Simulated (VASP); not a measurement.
# Si2Ge2Ir (P-3m1) in VASP: single point with PBE

Aim: the single point of Si2Ge2Ir with PBE.

Everything below comes from runs of VASP 6.6.1. Logs are shortened: lines on timing, memory, paths and dates and some standing lists are left out, and cuts for length are marked.

## 1. The cell of the first run

The structure is trigonal, space group P-3m1 (No. 164). Conventional cell: a = 3.921 Å, b = 3.921 Å, c = 6.664 Å, α = 90.00°, β = 90.00°, γ = 120.00°. Si (site symmetry 3m) has 3 Ir at 2.46 Å and 4 Ge at 2.84 to 3.04 Å and 3 Si at 2.96 Å within 3.2 Å. Within 3.7 Å of Ge (site symmetry 3m) lie 3 Ge at 2.62 Å and 5 Si at 2.84 to 3.63 Å and 3 Ir at 3.50 Å. Within 3.2 Å of Ir (site symmetry -3m) lie 6 Si at 2.46 Å.

The cell was built from a structure type or drawn by symmetry, and may not be a known phase.

## 2. Single point, PBE

File INCAR:

```
ALGO = Normal
EDIFF = 1E-6
ENCUT = 500
GGA = PE
GGA_COMPAT = False
ISIF = 2
ISMEAR = 0
LASPH = True
LCHARG = False
LREAL = False
LWAVE = False
NBANDS = 30
NELM = 120
PREC = Accurate
SIGMA = 0.2
```

File KPOINTS:

```
k-points
0
Gamma
  5 5 3
```

File POSCAR:

```
Si2Ge2Ir
1.0
    3.9206436260     -0.0000000028      0.0000000000
   -1.9603218106      3.3953769808      0.0000000000
    0.0000000000      0.0000000000      6.6643170767
Si Ge Ir
2 2 1
Direct
    0.6666666667      0.3333333333      0.8569725631
    0.3333333333      0.6666666667      0.1430274369
    0.6666666667      0.3333333333      0.4012277868
    0.3333333333      0.6666666667      0.5987722132
    0.0000000000      0.0000000000      0.0000000000
```

Potentials or basis: VASP PAW PBE potentials, release 64 (Si, Ge_d, Ir).

Started as:

```
> cat potpaw_PBE.64/Si/POTCAR potpaw_PBE.64/Ge_d/POTCAR potpaw_PBE.64/Ir/POTCAR > POTCAR
> mpirun -np 1 vasp_std > vasp.out
```

OUTCAR:

```text
EDIFF = 1E-6
   ENCUT = 500
   GGA = PE
   ISIF = 2
   ISMEAR = 0
   LASPH = True
   LREAL = False
   NELM = 120
   PREC = Accurate

 ion  position               nearest neighbor table
   1  0.667  0.333  0.857-   5 2.46   5 2.46   5 2.46   4 2.84   4 2.84   4 2.84   2 2.96   2 2.96
                             2 2.96
   2  0.333  0.667  0.143-   5 2.46   5 2.46   5 2.46   3 2.84   3 2.84   3 2.84   1 2.96   1 2.96
                             1 2.96
   3  0.667  0.333  0.401-   4 2.62   4 2.62   4 2.62   2 2.84   2 2.84   2 2.84
   4  0.333  0.667  0.599-   3 2.62   3 2.62   3 2.62   1 2.84   1 2.84   1 2.84
   5  0.000  0.000  0.000-   1 2.46   2 2.46   1 2.46   2 2.46   1 2.46   2 2.46

  LATTYP: Found a hexagonal cell.
 ALAT       =     3.9206436260
 C/A-ratio  =     1.6998017959

  Lattice vectors:

 A1 = (   3.9206436260,  -0.0000000028,   0.0000000000)
 A2 = (  -1.9603218106,   3.3953769808,   0.0000000000)
 A3 = (   0.0000000000,   0.0000000000,   6.6643170767)

Analysis of symmetry for initial positions (statically):
=====================================================================
 Subroutine PRICEL returns:
 Original cell was already a primitive cell.

 Routine SETGRP: Setting up the symmetry group for a
 hexagonal supercell.

 Subroutine GETGRP returns: Found 12 space group operations
 (whereof 12 operations were pure point group operations)
 out of a pool of 24 trial point group operations.

The static configuration has the point symmetry D_3d.

Analysis of symmetry for dynamics (positions and initial velocities):
=====================================================================
 Subroutine PRICEL returns:
 Original cell was already a primitive cell.

 Routine SETGRP: Setting up the symmetry group for a
 hexagonal supercell.

 Subroutine GETGRP returns: Found 12 space group operations
 (whereof 12 operations were pure point group operations)
 out of a pool of 24 trial point group operations.

The dynamic configuration has the point symmetry D_3d.

 Subroutine INISYM returns: Found 12 space group operations
 (whereof 12 operations are pure point group operations),
 and found     1 'primitive' translations

----------------------------------------------------------------------------------------

                                     Primitive cell

  volume of cell :      88.7158

  direct lattice vectors                    reciprocal lattice vectors
     3.920643626 -0.000000003  0.000000000     0.255060163  0.147259053  0.000000000
    -1.960321811  3.395376981  0.000000000     0.000000000  0.294518107  0.000000000
     0.000000000  0.000000000  6.664317077     0.000000000  0.000000000  0.150052884

  length of vectors
     3.920643626  3.920643626  6.664317077     0.294518107  0.294518107  0.150052884

  position of ions in fractional coordinates (direct lattice)
     0.666666667  0.333333333  0.856972563
     0.333333333  0.666666667  0.143027437
     0.666666667  0.333333333  0.401227787
     0.333333333  0.666666667  0.598772213
     0.000000000  0.000000000  0.000000000

  ion indices of the primitive-cell ions
   primitive index   ion index
                 1           1
                 2           2
                 3           3
                 4           4
                 5           5

----------------------------------------------------------------------------------------

 KPOINTS: k-points

Automatic generation of k-mesh.
 Grid dimensions read from file:
 generate k-points for:    5    5    3

 Generating k-lattice:

  Cartesian coordinates                     Fractional coordinates (reciprocal lattice)
     0.051012033  0.029451811  0.000000000     0.200000000  0.000000000  0.000000000
     0.000000000  0.058903621  0.000000000    -0.000000000  0.200000000  0.000000000
     0.000000000  0.000000000  0.050017628     0.000000000  0.000000000  0.333333333

  Length of vectors
     0.058903621  0.058903621  0.050017628

  Shift w.r.t. Gamma in fractional coordinates (k-lattice)
     0.000000000  0.000000000  0.000000000

 Subroutine IBZKPT returns following result:
 ===========================================

 Found     12 irreducible k-points:

 Following reciprocal coordinates:
            Coordinates               Weight
  0.000000  0.000000  0.000000      1.000000
  0.200000 -0.000000  0.000000      6.000000
  0.400000  0.000000  0.000000      6.000000
  0.200000  0.200000  0.000000      6.000000
  0.400000  0.200000  0.000000      6.000000
  0.000000  0.000000  0.333333      2.000000
  0.200000 -0.000000  0.333333      6.000000
  0.000000  0.200000  0.333333      6.000000
  0.400000  0.000000  0.333333      6.000000
  0.000000  0.400000  0.333333      6.000000
  0.200000  0.200000  0.333333     12.000000
  0.400000  0.200000  0.333333     12.000000
   k-points           NKPTS =     12   k-points in BZ     NKDIM =     12   number of bands    NBANDS=     30
   number of dos      NEDOS =    301   number of ions     NIONS =      5
   total plane-waves  NPLWV =  45000
   dimension x,y,z NGX =    30 NGY =   30 NGZ =   50
   dimension x,y,z NGXF=    60 NGYF=   60 NGZF=  100
   ions per type =               2   2   1
   NGX,Y,Z   is equivalent  to a cutoff of  12.72, 12.72, 12.47 a.u.
   NGXF,Y,Z  is equivalent  to a cutoff of  25.44, 25.44, 24.95 a.u.
 SYSTEM =  unknown system
   PREC   = accura    normal or accurate (medium, high low for compatibility)
   ISTART =      0    job   : 0-new  1-cont  2-samecut
   ICHARG =      2    charge: 1-file 2-atom 10-const
   ISPIN  =      1    spin polarized calculation?
   LNONCOLLINEAR =      F non collinear calculations
   LSORBIT =      F    spin-orbit coupling
   LASPH  =      T    aspherical Exc in radial PAW
   ENCUT  =  500.0 eV  36.75 Ry    6.06 a.u.   7.15  7.15 12.15*2*pi/ulx,y,z
   NELM   =    120;   NELMIN=  2; NELMDL= -5     # of ELM steps
   EDIFF  = 0.1E-05   stopping-criterion for ELM
   LREAL  =      F    real-space projection
   EDIFFG = 0.1E-04   stopping-criterion for IOM
   NSW    =      0    number of steps for IOM
   IBRION =     -1    ionic relax: 0-MD 1-quasi-New 2-CG
   NFREE  =      0    steps in history (QN), initial steepest desc. (CG)
   ISIF   =      2    stress and relaxation
   ISYM   =      2    0-nonsym 1-usesym 2-fastsym
   POTIM  = 0.5000    time-step for ionic-motion
   TEBEG  =    0.0;   TEEND  =   0.0 temperature during run
   PSTRESS=    0.0 pullay stress
   NELECT =      45.0000    total number of electrons
   NUPDOWN=      -1.0000    fix difference up-down
   EMIN   =  10.00;   EMAX   =-10.00  energy-range for DOS
   EFERMI =   0.00;   METHOD = LEGACY
   ISMEAR =     0;   SIGMA  =   0.20  broadening in eV -4-tet -1-fermi 0-gaus
   EFERMI_NEDOS =   21; number of points for ismear=-14 and -15
   IALGO  =     38    algorithm
   IMIX   =      4    mixing-type and parameters
     AMIX     =   0.40;   BMIX     =  1.00
     AMIX_MAG =   1.60;   BMIX_MAG =  1.00
  volume/ion in A,a.u.               =      17.74       119.74
  Fermi-wavevector in a.u.,A,eV,Ry     =   1.305606  2.467237 23.192571  1.704606
  Thomas-Fermi vector in A             =   2.436463
   LORBIT       =      0    0 simple, 1 ext, 2 COOP (PROOUT), +10 PAW based schemes
   GGA     = PE    functional components
   LHFCALC =     F    Hartree Fock is set to
   AEXX    =    0.0000 exact exchange contribution
   IVDW    =     0    specifies the selected vdW correction
   LEPSILON=     F    determine dielectric tensor
   LRPA    =     F    only Hartree local field effects (RPA)
 non-spin polarized calculation
 Gauss-broadening in eV      SIGMA  =   0.20
  energy-cutoff  :      500.00
  volume of cell :       88.72
 maximum number of plane-waves:      2275
 NGX is ok and might be reduce to    30
   NGX = 15   NGY = 15   NGZ = 25

 number of electron      44.9999988 magnetization

 Free energy of the ion-electron system (eV)
  ---------------------------------------------------
  ext. energy  EPLUGINS =         0.00000000
  ---------------------------------------------------
  free energy    TOTEN  =       -28.16578806 eV

  energy without entropy =      -28.11468419  energy(sigma->0) =      -28.14023613

 E-fermi :   7.0851     XC(G=0): -11.1225

 val. band max:        7.0801405992   @ k =   0.0000   0.2000   0.3333
 cond. band min:       7.0949784006   @ k =   0.4000   0.2000   0.0000
 fundamental gap:      0.0148378014
 Fermi energy:         7.0851325378

 k-point     1 :       0.0000    0.0000    0.0000
  band No.  band energies     occupation
      1     -17.4708      2.00000
      2     -17.4708      2.00000
      3     -17.4248      2.00000
      4     -17.4037      2.00000
      5     -17.4037      2.00000
      6     -17.3481      2.00000
[... 22 lines left out ...]
     29      10.9848      0.00000
     30      12.9708      0.00000

 k-point     2 :       0.2000   -0.0000    0.0000
  band No.  band energies     occupation
      1     -17.4683      2.00000
      2     -17.4588      2.00000
      3     -17.4170      2.00000
      4     -17.4032      2.00000
      5     -17.3934      2.00000
      6     -17.3488      2.00000
[... 22 lines left out ...]
     29      11.6246      0.00000
     30      12.5672      0.00000

 k-point     3 :       0.4000    0.0000    0.0000
  band No.  band energies     occupation
      1     -17.4640      2.00000
      2     -17.4371      2.00000
      3     -17.4061      2.00000
      4     -17.3872      2.00000
      5     -17.3680      2.00000
      6     -17.3571      2.00000
[... 22 lines left out ...]
     29      12.1295      0.00000
     30      13.1904      0.00000

 k-point     4 :       0.2000    0.2000    0.0000
  band No.  band energies     occupation
      1     -17.4647      2.00000
      2     -17.4408      2.00000
      3     -17.4064      2.00000
      4     -17.3983      2.00000
      5     -17.3716      2.00000
      6     -17.3563      2.00000
[... 220 lines left out ...]
     29      12.9907      0.00000
     30      13.8609      0.00000

 k-point    11 :       0.2000    0.2000    0.3333
  band No.  band energies     occupation
      1     -17.4647      2.00000
      2     -17.4408      2.00000
      3     -17.4063      2.00000
      4     -17.3984      2.00000
      5     -17.3717      2.00000
      6     -17.3563      2.00000
[... 22 lines left out ...]
     29      11.7382      0.00000
     30      12.4842      0.00000

 k-point    12 :       0.4000    0.2000    0.3333
  band No.  band energies     occupation
      1     -17.4623      2.00000
      2     -17.4273      2.00000
      3     -17.4070      2.00000
      4     -17.3747      2.00000
      5     -17.3639      2.00000
      6     -17.3488      2.00000
[... 22 lines left out ...]
     29      12.8539      0.00000
     30      14.3325      0.00000

------------------------ aborting loop because EDIFF is reached ----------------------------------------

  FORCE on cell =-STRESS in cart. coord.  units (eV):
  Direction    XX          YY          ZZ          XY          YZ          ZX
  --------------------------------------------------------------------------------------
  -------------------------------------------------------------------------------------
  Total       -0.0554293     -0.0554293      0.2333367      0.0000000     -0.0000000      0.0000000
  in kB       -1.0010336     -1.0010336      4.2139806      0.0000000     -0.0000000      0.0000000
  external PRESSURE =       0.7373045 kB  Pullay stress =       0.0000000 kB

 VOLUME and BASIS-vectors are now :
 -----------------------------------------------------------------------------
  energy-cutoff  :      500.00
  volume of cell :       88.72
      direct lattice vectors                 reciprocal lattice vectors
     3.920643626 -0.000000003  0.000000000     0.255060163  0.147259053  0.000000000
    -1.960321811  3.395376981  0.000000000     0.000000000  0.294518107  0.000000000
     0.000000000  0.000000000  6.664317077     0.000000000  0.000000000  0.150052884

 POSITION                                       TOTAL-FORCE (eV/Angst)
 -----------------------------------------------------------------------------------
      1.96032      1.13179      5.71114        -0.000000     -0.000000      0.009544
      0.00000      2.26358      0.95318         0.000000     -0.000000     -0.009544
      1.96032      1.13179      2.67391        -0.000000      0.000000     -0.012319
      0.00000      2.26358      3.99041         0.000000     -0.000000      0.012319
      0.00000      0.00000      0.00000        -0.000000     -0.000000      0.000000
 -----------------------------------------------------------------------------------
    total drift:                               -0.000000      0.000000     -0.000000

  FREE ENERGIE OF THE ION-ELECTRON SYSTEM (eV)
  ---------------------------------------------------
  free  energy   TOTEN  =       -28.1657880610 eV

  energy  without entropy=      -28.1146841923  energy(sigma->0) =      -28.14023613
```

It took 68 s on 1 thread of Intel Xeon 8259CL, shared host; peak memory 0.21 GiB.

Results:

```yaml
Free_energy: -28.1658 eV
Pressure: 0.1 GPa
Largest_force: 0.012 eV/Å
Band_gap_on_the_k_mesh: zero (an odd number of electrons rules out a gap without spin polarisation)
```

Forces on the atoms (eV/Å):
```
Si   0.000  0.000  0.010
Si   0.000  0.000 -0.010
Ge   0.000  0.000 -0.012
Ge   0.000  0.000  0.012
Ir   0.000  0.000  0.000
```

Caveat: the k points lie up to 0.37 Å⁻¹ apart, too coarse for converged energies and pressures of a metal; spin-orbit coupling is left out, which moves the levels of the heavy elements.
